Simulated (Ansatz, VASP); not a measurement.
# LiCl: VASP beside Ansatz

```
Li Cl
1.0
     0.00000    2.57447    2.57447
     2.57447    0.00000    2.57447
     2.57447    2.57447    0.00000
Li Cl
1 1
Direct
  0.00000 0.00000 0.00000
  0.50000 0.50000 0.50000
```

Alike in both runs: functional PBE; k mesh 8 × 8 × 8; occupations gaussian, width 0.02 eV; no spin polarisation.

Ansatz relaxed the structure, and its values are those at the end. VASP's run is a single point on that final structure, the one shown.

|  | VASP | Ansatz |
| --- | --- | --- |
| version | VASP 6.6.1 | Ansatz 0.2.0 |
| potentials or method | VASP PAW PBE potentials, release 64 (Li_sv, Cl), cutoff 520 eV | scalar-relativistic, plane waves, PAW |
| valence electrons in the cell | 10 | 10 |

VASP gave:

- gap on the k mesh at the Fermi level (eV): 6.28
- least direct gap on the mesh (eV): 6.28

Question: What did Ansatz give for the same quantities?

Answer: gap on the k mesh at the Fermi level (eV): 6.26; least direct gap on the mesh (eV): 6.26.

Noted on VASP's run: the cutoff is short for stress, so the pressure is rough.
